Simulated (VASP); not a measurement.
A run of VASP 6.6.1 is set up as follows.

Contents of INCAR:

```
SYSTEM = AlNi3
  PREC = Accurate
  ENCUT = 520
  EDIFF = 1E-6
  ISMEAR = 0
  SIGMA = 0.15
  LREAL = .False.
  LASPH = .True.
  NELM = 80
  ALGO = Fast
  ISIF = 2
  LWAVE = .False.
  LCHARG = .True.
  GGA = PS
  LELF = .True.
  LVHAR = .True.
  NBANDS = 24
```

The input KPOINTS:

```
regular mesh
0
Gamma
  14 14 14
  0 0 0
```

POSCAR

```
AlNi3
1.0
    0.0000000000      2.9103441737      2.7984078593
    2.9103441737      0.0000000000      2.7984078593
    2.9103441737      2.9103441737      0.0000000000
Al Ni
1 3
Direct
    0.5000000000      0.5000000000      0.5000000000
    0.2500000000      0.2500000000      0.2500000000
    0.0000000000      0.0000000000      0.0000000000
    0.7500000000      0.7500000000      0.7500000000
```

Potentials or basis: VASP PAW PBE potentials, release 64 (Al, Ni).

Run with:

```console
$ cat potpaw_PBE.64/Al/POTCAR potpaw_PBE.64/Ni/POTCAR > POTCAR
$ mpirun -np 1 vasp_std > vasp.out
```

Q: What does it give for the band gap on the k mesh?

A: Zero (an odd number of electrons rules out a gap without spin polarisation).

Q: Estimate the pressure.

A: -13.0 GPa.

Stress tensor (GPa, compression positive):
```
-12.84   0.00   0.00
  0.00 -12.84   0.00
  0.00   0.00 -13.22
```

Caveat: the cell differs from its parent crystal (strain +0.040 along x and y, +0.000 along z); the cell stands under tension; the PAW data sets were made with another functional, which shifts forces and pressure a little. Spin polarisation is off, so any magnetic state and its effect on volume and gap are missing.
